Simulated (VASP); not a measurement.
Crystal: LaBi.

```
CELL_PARAMETERS angstrom
0.00000 3.28250 3.28250
3.28250 0.00000 3.28250
3.28250 3.28250 0.00000
ATOMIC_POSITIONS crystal
La 0.00000 0.00000 0.00000
Bi 0.50000 0.50000 0.50000
```

| Property | Result |
| --- | --- |
| Program | VASP 6.6.1 |
| Task | relaxation of cell and atoms |
| Functional | LDA |
| Potentials or basis | VASP PAW LDA potentials, release 64 (La, Bi_d) |
| Cutoff | 600 eV |
| k mesh | 9 × 9 × 9 |
| Occupations | fermi-dirac, width 0.05 eV |
| Spin | no spin polarisation |

At the start: pressure -1.5 GPa; volume 35.37 Å³/atom.

Problem. How do energy, volume and symmetry change on relaxing?

Solution. Over 3 steps the energy falls by 4.7 meV/atom and the volume is 34.39 Å³/atom (-2.8 %); space group Fm-3m (No. 225, to 0.1 Å) before and after.

Step by step:
| step | energy change (eV) | largest force (eV/Å) | pressure (GPa) | volume (Å³) |
| --- | --- | --- | --- | --- |
| 1 | 0.0000 | 0.0000 | -1.50 | 70.74 |
| 2 | -0.0044 | 0.0000 | 1.19 | 67.40 |
| 3 | -0.0094 | 0.0000 | -0.02 | 68.78 |

Final structure:
```
La Bi
1.0
     0.00000    3.25195    3.25195
     3.25195    0.00000    3.25195
     3.25195    3.25195    0.00000
La Bi
1 1
Cartesian
  0.0000 0.0000 0.0000
  3.2519 3.2519 3.2519
```
